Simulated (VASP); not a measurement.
# Pt (P6_3/mmc) in VASP: single point with LDA

Aim: the single point of Pt with LDA.

All numbers are computed with VASP 6.6.1; they aren't measurements. Logs are shortened: lines on timing, memory, paths and dates and some standing lists are left out, and cuts for length are marked.

## (1) The cell of the first run

The structure is hexagonal, space group P6_3/mmc (No. 194). The conventional cell has a = 2.708 Å, b = 2.708 Å, c = 4.677 Å, α = 90.00°, β = 90.00°, γ = 120.00°. Within 3.6 Å of Pt (site symmetry -6m2) lie 12 Pt at 2.71 to 2.81 Å.

## (2) Single point, LDA

File INCAR:

```
SYSTEM = Pt
ALGO = Fast
EDIFF = 1E-6
ENCUT = 520
ISIF = 2
ISMEAR = 0
LASPH = .TRUE.
LCHARG = .FALSE.
LREAL = .FALSE.
LWAVE = .FALSE.
NBANDS = 28
NELM = 60
PREC = Accurate
SIGMA = 0.15
```

File KPOINTS:

```
k-points
0
G
  18 18 6
  0 0 0
```

File POSCAR:

```
Pt
1.0
    2.7082945870      0.0000000000      0.0000000000
   -1.3541472935      2.3454519133      0.0000000000
    0.0000000000      0.0000000000      9.3530207388
Pt
4
Direct
    0.6666666667      0.3333333333      0.3750000000
    0.6666666667      0.3333333333      0.8750000000
    0.3333333333      0.6666666667      0.1250000000
    0.3333333333      0.6666666667      0.6250000000
```

Potentials or basis: VASP PAW LDA potentials, release 64 (Pt).

Started as:

```console
cat potpaw_LDA.64/Pt/POTCAR > POTCAR
mpirun -np 1 vasp_std > vasp.out
```

OUTCAR:

```text
SYSTEM = Pt
   EDIFF = 1E-6
   ENCUT = 520
   ISIF = 2
   ISMEAR = 0
   LASPH = .TRUE.
   LREAL = .FALSE.
   NELM = 60
   PREC = Accurate

 ion  position               nearest neighbor table
   1  0.667  0.333  0.375-   3 2.81   4 2.81   3 2.81   4 2.81   3 2.81   4 2.81
   2  0.667  0.333  0.875-   3 2.81   4 2.81   3 2.81   4 2.81   3 2.81   4 2.81
   3  0.333  0.667  0.125-   1 2.81   2 2.81   1 2.81   2 2.81   1 2.81   2 2.81
   4  0.333  0.667  0.625-   1 2.81   2 2.81   1 2.81   2 2.81   1 2.81   2 2.81

  LATTYP: Found a hexagonal cell.
 ALAT       =     2.7082945870
 C/A-ratio  =     3.4534724486

  Lattice vectors:

 A1 = (   2.7082945870,   0.0000000000,   0.0000000000)
 A2 = (  -1.3541472935,   2.3454519133,   0.0000000000)
 A3 = (   0.0000000000,   0.0000000000,   9.3530207388)

Analysis of symmetry for initial positions (statically):
=====================================================================
 Subroutine PRICEL returns following result:

  LATTYP: Found a hexagonal cell.
 ALAT       =     2.7082945870
 C/A-ratio  =     1.7267362243

  Lattice vectors:

 A1 = (   2.7082945870,   0.0000000000,   0.0000000000)
 A2 = (  -1.3541472935,   2.3454519133,   0.0000000000)
 A3 = (   0.0000000000,   0.0000000000,   4.6765103694)

   2 primitive cells build up your supercell.

 Routine SETGRP: Setting up the symmetry group for a
 hexagonal supercell.

 Subroutine GETGRP returns: Found 24 space group operations
 (whereof 12 operations were pure point group operations)
 out of a pool of 24 trial point group operations.

The static configuration has the point symmetry D_3d.
 The point group associated with its full space group is D_6h.

Analysis of symmetry for dynamics (positions and initial velocities):
=====================================================================
 Subroutine PRICEL returns following result:

  LATTYP: Found a hexagonal cell.
 ALAT       =     2.7082945870
 C/A-ratio  =     1.7267362243

  Lattice vectors:

 A1 = (   2.7082945870,   0.0000000000,   0.0000000000)
 A2 = (  -1.3541472935,   2.3454519133,   0.0000000000)
 A3 = (   0.0000000000,   0.0000000000,   4.6765103694)

   2 primitive cells build up your supercell.

 Routine SETGRP: Setting up the symmetry group for a
 hexagonal supercell.

 Subroutine GETGRP returns: Found 24 space group operations
 (whereof 12 operations were pure point group operations)
 out of a pool of 24 trial point group operations.

The dynamic configuration has the point symmetry D_3d.
 The point group associated with its full space group is D_6h.

 Subroutine INISYM returns: Found 24 space group operations
 (whereof 12 operations are pure point group operations),
 and found     2 'primitive' translations

----------------------------------------------------------------------------------------

                                     Primitive cell

  volume of cell :      29.7060

  direct lattice vectors                    reciprocal lattice vectors
     2.708294587  0.000000000  0.000000000     0.369236052  0.213178534  0.000000000
    -1.354147294  2.345451913  0.000000000     0.000000000  0.426357068  0.000000000
     0.000000000  0.000000000  4.676510369     0.000000000  0.000000000  0.213834659

  length of vectors
     2.708294587  2.708294587  4.676510369     0.426357068  0.426357068  0.213834659

  position of ions in fractional coordinates (direct lattice)
     0.666666667  0.333333333  0.750000000
     0.333333333  0.666666667  0.250000000

  ion indices of the primitive-cell ions
   primitive index   ion index
                 1           1
                 2           3

----------------------------------------------------------------------------------------

 KPOINTS: k-points

Automatic generation of k-mesh.
 Grid dimensions read from file:
 generate k-points for:   18   18    6

 Generating k-lattice:

  Cartesian coordinates                     Fractional coordinates (reciprocal lattice)
     0.020513114  0.011843252  0.000000000     0.055555556  0.000000000  0.000000000
     0.000000000  0.023686504  0.000000000     0.000000000  0.055555556  0.000000000
     0.000000000  0.000000000  0.017819555     0.000000000  0.000000000  0.166666667

  Length of vectors
     0.023686504  0.023686504  0.017819555

  Shift w.r.t. Gamma in fractional coordinates (k-lattice)
     0.000000000  0.000000000  0.000000000

 Subroutine IBZKPT returns following result:
 ===========================================

 Found    148 irreducible k-points:

 Following reciprocal coordinates:
            Coordinates               Weight
  0.000000  0.000000  0.000000      1.000000
  0.055556  0.000000  0.000000      6.000000
  0.111111  0.000000  0.000000      6.000000
  0.166667 -0.000000  0.000000      6.000000
  0.222222 -0.000000  0.000000      6.000000
  0.277778 -0.000000  0.000000      6.000000
[... 16 lines left out ...]
  0.333333  0.111111  0.000000     12.000000
  0.388889  0.111111  0.000000     12.000000
 [... further k-points ...]
   k-points           NKPTS =    148   k-points in BZ     NKDIM =    148   number of bands    NBANDS=     28
   number of dos      NEDOS =    301   number of ions     NIONS =      4
   total plane-waves  NPLWV =  28000
   dimension x,y,z NGX =    20 NGY =   20 NGZ =   70
   dimension x,y,z NGXF=    40 NGYF=   40 NGZF=  140
   ions per type =               4
   NGX,Y,Z   is equivalent  to a cutoff of  12.28, 12.28, 12.44 a.u.
   NGXF,Y,Z  is equivalent  to a cutoff of  24.55, 24.55, 24.88 a.u.
 SYSTEM =  Pt
   PREC   = accura    normal or accurate (medium, high low for compatibility)
   ISTART =      0    job   : 0-new  1-cont  2-samecut
   ICHARG =      2    charge: 1-file 2-atom 10-const
   ISPIN  =      1    spin polarized calculation?
   LNONCOLLINEAR =      F non collinear calculations
   LSORBIT =      F    spin-orbit coupling
   LASPH  =      T    aspherical Exc in radial PAW
   ENCUT  =  520.0 eV  38.22 Ry    6.18 a.u.   5.04  5.04 17.39*2*pi/ulx,y,z
   NELM   =     60;   NELMIN=  2; NELMDL= -5     # of ELM steps
   EDIFF  = 0.1E-05   stopping-criterion for ELM
   LREAL  =      F    real-space projection
   EDIFFG = 0.1E-04   stopping-criterion for IOM
   NSW    =      0    number of steps for IOM
   IBRION =     -1    ionic relax: 0-MD 1-quasi-New 2-CG
   NFREE  =      0    steps in history (QN), initial steepest desc. (CG)
   ISIF   =      2    stress and relaxation
   ISYM   =      2    0-nonsym 1-usesym 2-fastsym
   POTIM  = 0.5000    time-step for ionic-motion
   TEBEG  =    0.0;   TEEND  =   0.0 temperature during run
   PSTRESS=    0.0 pullay stress
   NELECT =      40.0000    total number of electrons
   NUPDOWN=      -1.0000    fix difference up-down
   EMIN   =  10.00;   EMAX   =-10.00  energy-range for DOS
   EFERMI =   0.00;   METHOD = LEGACY
   ISMEAR =     0;   SIGMA  =   0.15  broadening in eV -4-tet -1-fermi 0-gaus
   EFERMI_NEDOS =   21; number of points for ismear=-14 and -15
   IALGO  =     68    algorithm
   IMIX   =      4    mixing-type and parameters
     AMIX     =   0.40;   BMIX     =  1.00
     AMIX_MAG =   1.60;   BMIX_MAG =  1.00
  volume/ion in A,a.u.               =      14.85       100.23
  Fermi-wavevector in a.u.,A,eV,Ry     =   1.434840  2.711454 28.011198  2.058765
  Thomas-Fermi vector in A             =   2.554204
   LORBIT       =      0    0 simple, 1 ext, 2 COOP (PROOUT), +10 PAW based schemes
   GGA     = CA    functional components
   LHFCALC =     F    Hartree Fock is set to
   AEXX    =    0.0000 exact exchange contribution
   IVDW    =     0    specifies the selected vdW correction
   LEPSILON=     F    determine dielectric tensor
   LRPA    =     F    only Hartree local field effects (RPA)
 non-spin polarized calculation
 RMM-DIIS sequential band-by-band and
 Gauss-broadening in eV      SIGMA  =   0.15
  energy-cutoff  :      520.00
  volume of cell :       59.41
 maximum number of plane-waves:      1629
   NGX = 11   NGY = 11   NGZ = 35

 number of electron      40.0000002 magnetization

 Free energy of the ion-electron system (eV)
  ---------------------------------------------------
  ext. energy  EPLUGINS =         0.00000000
  ---------------------------------------------------
  free energy    TOTEN  =       -29.80136168 eV

  energy without entropy =      -29.72284841  energy(sigma->0) =      -29.76210504

 E-fermi :  11.4131     XC(G=0): -13.7718

 val. band max:       11.4089185636   @ k =   0.5000  -0.0000   0.3333
 cond. band min:      11.4148805488   @ k =   0.3333   0.1667   0.0000
 fundamental gap:      0.0059619852
 Fermi energy:        11.4131155970

 k-point     1 :       0.0000    0.0000    0.0000
  band No.  band energies     occupation
      1       1.0172      2.00000
      2       2.8523      2.00000
      3       2.8523      2.00000
      4       3.7206      2.00000
      5       7.0404      2.00000
      6       7.0404      2.00000
[... 20 lines left out ...]
     27      23.8553      0.00000
     28      26.3772      0.00000

 k-point     2 :       0.0556    0.0000    0.0000
  band No.  band energies     occupation
      1       1.1361      2.00000
      2       2.9691      2.00000
      3       2.9691      2.00000
      4       3.8311      2.00000
      5       6.9644      2.00000
      6       6.9644      2.00000
[... 20 lines left out ...]
     27      23.9255      0.00000
     28      26.5701      0.00000

 k-point     3 :       0.1111    0.0000    0.0000
  band No.  band energies     occupation
      1       1.4836      2.00000
      2       3.3011      2.00000
      3       3.3011      2.00000
      4       4.1424      2.00000
      5       6.7733      2.00000
      6       6.7733      2.00000
[... 20 lines left out ...]
     27      24.1034      0.00000
     28      27.0127      0.00000

 k-point     4 :       0.1667   -0.0000    0.0000
  band No.  band energies     occupation
      1       2.0289      2.00000
      2       3.7801      2.00000
      3       3.7801      2.00000
      4       4.5759      2.00000
      5       6.5426      2.00000
      6       6.5426      2.00000
[... 578 lines left out ...]
     27      22.3605      0.00000
     28      22.3605      0.00000

 k-point    23 :       0.3333    0.1111    0.0000
  band No.  band energies     occupation
      1       4.6647      2.00000
      2       4.6771      2.00000
      3       4.6771      2.00000
      4       4.9435      2.00000
      5       5.4819      2.00000
      6       5.9862      2.00000
[... 20 lines left out ...]
     27      20.6299      0.00000
     28      20.6299      0.00000

 k-point    24 :       0.3889    0.1111    0.0000
  band No.  band energies     occupation
      1       4.5933      2.00000
      2       4.5933      2.00000
      3       4.7358      2.00000
      4       4.8391      2.00000
      5       5.2801      2.00000
      6       5.8955      2.00000
[... 20 lines left out ...]
     27      19.0764      0.00000
     28      20.8351      0.00000

 [... further k-points ...]

------------------------ aborting loop because EDIFF is reached ----------------------------------------

  FORCE on cell =-STRESS in cart. coord.  units (eV):
  Direction    XX          YY          ZZ          XY          YZ          ZX
  --------------------------------------------------------------------------------------
  -------------------------------------------------------------------------------------
  Total        0.4417007      0.4417007      0.1130507      0.0000000      0.0000000      0.0000000
  in kB       11.9114430     11.9114430      3.0486636      0.0000000      0.0000000      0.0000000
  external PRESSURE =       8.9571832 kB  Pullay stress =       0.0000000 kB

 VOLUME and BASIS-vectors are now :
 -----------------------------------------------------------------------------
  energy-cutoff  :      520.00
  volume of cell :       59.41
      direct lattice vectors                 reciprocal lattice vectors
     2.708294587  0.000000000  0.000000000     0.369236052  0.213178534  0.000000000
    -1.354147294  2.345451913  0.000000000     0.000000000  0.426357068  0.000000000
     0.000000000  0.000000000  9.353020739     0.000000000  0.000000000  0.106917329

 POSITION                                       TOTAL-FORCE (eV/Angst)
 -----------------------------------------------------------------------------------
      1.35415      0.78182      3.50738         0.000000      0.000000      0.000000
      1.35415      0.78182      8.18389         0.000000      0.000000      0.000000
     -0.00000      1.56363      1.16913        -0.000000     -0.000000      0.000000
     -0.00000      1.56363      5.84564        -0.000000     -0.000000      0.000000
 -----------------------------------------------------------------------------------
    total drift:                               -0.000000      0.000000     -0.000000

  FREE ENERGIE OF THE ION-ELECTRON SYSTEM (eV)
  ---------------------------------------------------
  free  energy   TOTEN  =       -29.8013616814 eV

  energy  without entropy=      -29.7228484073  energy(sigma->0) =      -29.76210504
```

Wall time 9.4 min (1 thread of AMD EPYC 7R13, shared host); peak memory 0.25 GiB.

What came out:

```yaml
Free_energy: -29.8014 eV
Pressure: 0.9 GPa
Band_gap_on_the_k_mesh: zero (band 20 reaches 11.96 eV, above the bottom of band 21 at 10.54 eV)
```

Stress tensor (GPa, compression positive):
```
1.19 0.00 0.00
0.00 1.19 0.00
0.00 0.00 0.30
```

Levels at points of the mesh, in eV from the Fermi level:
| k point | band 17 | band 18 | band 19 | band 20 | band 21 | band 22 | band 23 | band 24 |
| --- | --- | --- | --- | --- | --- | --- | --- | --- |
| (0.00, 0.00, 0.00) | -2.03 | -0.97 | -0.88 | -0.88 | -0.88 | -0.88 | -0.24 | -0.24 |
| (0.50, 0.00, 0.00) | 0.31 | 0.44 | 0.44 | 0.54 | 1.68 | 1.68 | 2.38 | 3.94 |
| (0.00, 0.00, 0.50) | -1.63 | -1.63 | -1.63 | -1.63 | -0.37 | -0.37 | -0.37 | -0.37 |
| (0.50, 0.00, 0.50) | 0.37 | 0.37 | 0.51 | 0.51 | 1.34 | 1.34 | 3.40 | 3.40 |

Caveat: spin-orbit coupling is left out, which moves the levels of the heavy elements.
